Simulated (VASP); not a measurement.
# AlN (F-43m) in VASP: a series of runs, part 2 of 2

VASP 6.6.1.

### Step 4. Single point, PBEsol

This run uses another cell than the first one, of 10.83 Å³/atom, 1.040 times its volume.

Contents of INCAR:

```
PREC = Accurate ; ENCUT = 520
EDIFF = 1E-6 ; ISMEAR = -1
SIGMA = 0.05 ; LREAL = F
LASPH = T ; NELM = 80
ALGO = Normal ; ISIF = 2
LWAVE = F ; LCHARG = F
GGA = PS ; NBANDS = 11
```

Contents of KPOINTS:

```
regular mesh
0
Gamma
  10 10 10
```

Contents of POSCAR:

```
AlN
1.0
    0.0000000000      2.2127336128      2.2127336128
    2.2127336128      0.0000000000      2.2127336128
    2.2127336128      2.2127336128      0.0000000000
Al N
1 1
Direct
    0.0000000000      0.0000000000      0.0000000000
    0.2500000000      0.2500000000      0.2500000000
```

Potentials or basis: VASP PAW PBE potentials, release 64 (Al, N).

The run is started by

```
$ cat potpaw_PBE.64/Al/POTCAR potpaw_PBE.64/N/POTCAR > POTCAR
$ mpirun -np 1 vasp_std > vasp.out
```

OUTCAR:

```text
PREC = Accurate
   ENCUT = 520
   EDIFF = 1E-6
   ISMEAR = -1
   LREAL = F
   LASPH = T
   NELM = 80
   ISIF = 2
   GGA = PS

 ion  position               nearest neighbor table
   1  0.000  0.000  0.000-   2 1.92   2 1.92   2 1.92   2 1.92
   2  0.250  0.250  0.250-   1 1.92   1 1.92   1 1.92   1 1.92

  LATTYP: Found a face centered cubic cell.
 ALAT       =     4.4254672256

  Lattice vectors:

[... 518 lines left out ...]
     11      28.3049      0.00000

 [... further k-points ...]

------------------------ aborting loop because EDIFF is reached ----------------------------------------

  FORCE on cell =-STRESS in cart. coord.  units (eV):
  Direction    XX          YY          ZZ          XY          YZ          ZX
  --------------------------------------------------------------------------------------
  -------------------------------------------------------------------------------------
  Total       -0.8385019     -0.8385019     -0.8385019      0.0000000      0.0000000      0.0000000
  in kB      -62.0007912    -62.0007912    -62.0007912      0.0000000      0.0000000      0.0000000
  external PRESSURE =     -62.0007912 kB  Pullay stress =       0.0000000 kB

 VOLUME and BASIS-vectors are now :
 -----------------------------------------------------------------------------
  energy-cutoff  :      520.00
  volume of cell :       21.67
      direct lattice vectors                 reciprocal lattice vectors
     0.000000000  2.212733613  2.212733613    -0.225964841  0.225964841  0.225964841
     2.212733613  0.000000000  2.212733613     0.225964841 -0.225964841  0.225964841
     2.212733613  2.212733613  0.000000000     0.225964841  0.225964841 -0.225964841

 POSITION                                       TOTAL-FORCE (eV/Angst)
 -----------------------------------------------------------------------------------
      0.00000      0.00000      0.00000        -0.000000     -0.000000     -0.000000
      1.10637      1.10637      1.10637         0.000000      0.000000      0.000000
 -----------------------------------------------------------------------------------
    total drift:                                0.000000      0.000000      0.000000

  FREE ENERGIE OF THE ION-ELECTRON SYSTEM (eV)
  ---------------------------------------------------
  free  energy   TOTEN  =       -15.5979245416 eV

  energy  without entropy=      -15.5979245416  energy(sigma->0) =      -15.59792454
```

stdout:

```text
POSCAR found type information on POSCAR AlN
 POSCAR found :  2 types and       2 ions
 scaLAPACK will be used
 -----------------------------------------------------------------------------
|                                                                             |
|                                                                             |
|     You enforced a specific xc type in the INCAR file but a different       |
|     I HOPE YOU KNOW WHAT YOU ARE DOING!                                     |
|                                                                             |
 -----------------------------------------------------------------------------

 LDA part: xc-table for (Slater+PW92), standard interpolation
 POSCAR, INCAR and KPOINTS ok, starting setup
 FFT: planning ... GRIDC
 FFT: planning ... GRID_SOFT
 FFT: planning ... GRID
 WAVECAR not read
 entering main loop
```

Wall time 9 s (1 thread of AMD EPYC 7R13 (Zen 3), shared host); peak memory 0.11 GiB.

Results:

| Property | Result |
| --- | --- |
| Free energy | -15.5979 eV |
| Pressure | -6.2 GPa |
| Band gap on the k mesh | 3.17 eV, indirect (least direct gap 3.79 eV) |

Levels at points of the mesh, in eV from the valence-band top:
| k point | band 1 | band 2 | band 3 | band 4 | band 5 | band 6 | band 7 | band 8 |
| --- | --- | --- | --- | --- | --- | --- | --- | --- |
| (0.00, 0.00, 0.00) | -14.73 | 0.00 | 0.00 | 0.00 | 3.79 | 12.09 | 12.09 | 12.09 |
| (0.50, 0.00, 0.00) | -12.76 | -5.75 | -0.48 | -0.48 | 6.94 | 9.50 | 10.79 | 10.79 |
| (0.50, 0.50, 0.00) | -12.15 | -4.83 | -1.75 | -1.75 | 3.17 | 8.25 | 13.35 | 15.15 |

Caveat: the PAW data sets were made with another functional, which shifts forces and pressure a little.

### Step 5. Single point, PBEsol

This run uses another cell than the first one, of 11.04 Å³/atom, 1.060 times its volume.

Contents of INCAR:

```
SYSTEM = AlN
  ALGO = Normal
  EDIFF = 1E-6
  ENCUT = 520
  GGA = PS
  ISIF = 2
  ISMEAR = -1
  LASPH = .TRUE.
  LCHARG = .FALSE.
  LREAL = .FALSE.
  LWAVE = .FALSE.
  NBANDS = 11
  NELM = 60
  PREC = Accurate
  SIGMA = 0.05
```

Contents of KPOINTS:

```
k-points
0
G
  10 10 10
  0 0 0
```

Contents of POSCAR:

```
AlN
1.0
    0.0000000000      2.2268278375      2.2268278375
    2.2268278375      0.0000000000      2.2268278375
    2.2268278375      2.2268278375      0.0000000000
Al N
1 1
Direct
    0.0000000000      0.0000000000      0.0000000000
    0.2500000000      0.2500000000      0.2500000000
```

The run is started by

```
$ cat potpaw_PBE.64/Al/POTCAR potpaw_PBE.64/N/POTCAR > POTCAR
$ mpirun -np 1 vasp_std > vasp.out
```

It took 9.2 s on 1 thread of AMD EPYC 7R13 (Zen 3), shared host; peak memory 0.1 GiB.

Results (log left out):

```yaml
Free_energy: -15.5778 eV
Pressure: -9.4 GPa
Band_gap_on_the_k_mesh: 3.16 eV, indirect (least direct gap 3.63 eV)
```

Levels at points of the mesh, in eV from the valence-band top:
| k point | band 2 | band 3 | band 4 | band 5 | band 6 | band 7 |
| --- | --- | --- | --- | --- | --- | --- |
| (0.00, 0.00, 0.00) | 0.00 | 0.00 | 0.00 | 3.63 | 11.91 | 11.91 |
| (0.50, 0.00, 0.00) | -5.67 | -0.48 | -0.48 | 6.77 | 9.38 | 10.68 |
| (0.50, 0.50, 0.00) | -4.77 | -1.73 | -1.73 | 3.16 | 8.13 | 13.11 |

Caveat: the PAW data sets were made with another functional, which shifts forces and pressure a little. As with any semilocal functional, this PBEsol gap is likely too small.

### Step 6. Single point, BLYP+D3(BJ)

This run uses another cell than the first one, of 10.63 Å³/atom, 1.020 times its volume.

Contents of INCAR:

```
SYSTEM = AlN
PREC = Accurate
ENCUT = 520
EDIFF = 1E-7
ISMEAR = -1
SIGMA = 0.05
LREAL = .False.
LASPH = .True.
NELM = 60
ALGO = Normal
ISIF = 2
LWAVE = .False.
LCHARG = .True.
GGA = B5
ALDAX = 1.0
AGGAX = 1.0
AGGAC = 1.0
ALDAC = 0.0
IVDW = 12
VDW_S6 = 1.0
VDW_S8 = 2.6996
VDW_A1 = 0.4298
VDW_A2 = 4.2359
LELF = .True.
LVHAR = .True.
NBANDS = 11
```

Contents of KPOINTS:

```
regular mesh
0
Gamma
  10 10 10
  0 0 0
```

Contents of POSCAR:

```
AlN
1.0
    0.0000000000      2.1984575146      2.1984575146
    2.1984575146      0.0000000000      2.1984575146
    2.1984575146      2.1984575146      0.0000000000
Al N
1 1
Direct
    0.0000000000      0.0000000000      0.0000000000
    0.2500000000      0.2500000000      0.2500000000
```

Potentials or basis: VASP PAW PBE potentials, release 64 (Al, N).

The run is started by

```
$ cat potpaw_PBE.64/Al/POTCAR potpaw_PBE.64/N/POTCAR > POTCAR
$ mpirun -np 1 vasp_std > vasp.out
```

It took 21 s on 1 thread of AMD EPYC 7R43 (Zen 3), shared host; peak memory 0.11 GiB.

The run converged. Its results:

```yaml
Free_energy: -15.0428 eV
Pressure: -4.8 GPa
Band_gap_on_the_k_mesh: 3.66 eV, indirect (least direct gap 4.30 eV)
Dispersion_energy_per_atom: -0.574 eV
```

Levels at points of the mesh, in eV from the valence-band top:
| k point | band 1 | band 2 | band 3 | band 4 | band 5 | band 6 | band 7 | band 8 | band 9 |
| --- | --- | --- | --- | --- | --- | --- | --- | --- | --- |
| (0.00, 0.00, 0.00) | -14.77 | 0.00 | 0.00 | 0.00 | 4.30 | 12.42 | 12.42 | 12.42 | 17.63 |
| (0.50, 0.00, 0.00) | -12.81 | -5.65 | -0.48 | -0.48 | 7.37 | 10.00 | 11.16 | 11.16 | 17.98 |
| (0.50, 0.50, 0.00) | -12.19 | -4.77 | -1.73 | -1.73 | 3.66 | 8.66 | 13.76 | 15.57 | 15.57 |

Caveat: the PAW data sets were made with another functional, which shifts forces and pressure a little.

### Step 7. The runs side by side

```csv
level,cell,gap on the mesh (eV),pressure (GPa)
PBEsol,"a = 3.089 Å, angles 60.0°, 2 atoms",3.19,1.3
PBEsol,"a = 3.109 Å, angles 60.0°, 2 atoms",3.18,-2.6
PBEsol,"a = 3.129 Å, angles 60.0°, 2 atoms",3.17,-6.2
PBEsol,"a = 3.149 Å, angles 60.0°, 2 atoms",3.16,-9.4
BLYP+D3(BJ),"a = 3.109 Å, angles 60.0°, 2 atoms",3.66,-4.8
```

Alike in all rows: task single point; potentials or basis VASP PAW PBE potentials, release 64 (Al, N); no spin polarisation; k mesh 10 × 10 × 10; cutoff (eV) 520; smearing fermi-dirac 0.05 eV.

Caveats: the PAW data sets were made with another functional, which shifts forces and pressure a little.

Total energies depend on the potentials used, so only differences within one code and one set of settings carry meaning.
